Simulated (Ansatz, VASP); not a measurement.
**One calculation of Rh, two programs**

Contents of INCAR:

```
  ALGO = Fast
  EDIFF = 1E-6
  EDIFFG = -0.04
  ENCUT = 600
  GGA = PE
  IBRION = 2
  ISIF = 3
  ISMEAR = 0
  LASPH = True
  LCHARG = False
  LREAL = False
  LWAVE = False
  NELM = 60
  NSW = 90
  PREC = Accurate
  SIGMA = 0.1
```

File KPOINTS:

```
k-points
0
Gamma
  6 6 6
```

Contents of POSCAR:

```
Rh
1.0
    3.6881927733      0.0000000000      0.0000000000
    0.0000000000      3.6881927733      0.0000000000
    0.0000000000      0.0000000000      3.6881927733
Rh
3
Direct
    0.0000000000      0.5000000000      0.5000000000
    0.5000000000      0.0000000000      0.5000000000
    0.5000000000      0.5000000000      0.0000000000
```

Input for Ansatz:

```yaml
crystal:
  lattice:
    - [3.6881927733, 0.0, 0.0]
    - [0.0, 3.6881927733, 0.0]
    - [0.0, 0.0, 3.6881927733]
  atoms:
    - { symbol: Rh, position: [0.0, 0.5, 0.5] }
    - { symbol: Rh, position: [0.5, 0.0, 0.5] }
    - { symbol: Rh, position: [0.5, 0.5, 0.0] }
basis:
  ecutwfc: 420
kpoints:
  mp_grid: { grid: [6, 6, 6] }
hamiltonian:
  xc: pbe
scf:
  occupations: { method: gaussian, width: 0.1 }
  lower_state_search: "off"
output:
  forces: true
  stress: true
  eigenvalues: true
relax:
  adjacent_minimum: "off"
  f_tol: 0.04
  max_steps: 70
  cell: { stress_tol: 0.4 }
```

Alike in both runs: task relaxation of cell and atoms; functional PBE; k mesh 6 × 6 × 6; occupations gaussian, width 0.1 eV; no spin polarisation.

|  | VASP | Ansatz |
| --- | --- | --- |
| version | VASP 6.6.1 | Ansatz 0.2.0 |
| potentials or method | VASP PAW PBE potentials, release 64 (Rh_pv), cutoff 600 eV | scalar-relativistic, plane waves, PAW |
| valence electrons in the cell | 45 | 51 |

```csv
,VASP,Ansatz,Ansatz less VASP
"gap on the k mesh at the Fermi level, each at its own relaxed structure (eV)",none,none,-
relaxed volume (Å³/atom),16.72,16.72,0.000
relaxed cell length with the largest relative difference (Å),3.688,3.688,0.0000
```

A gap of «none» marks a metal or a gap that the smearing closes. VASP's potentials hold 45 valence electrons a cell and Ansatz's 51, so a difference there can come from the potentials and not from the codes.

Noted on VASP's run: the relaxation stopped at its first step, so nothing moved.
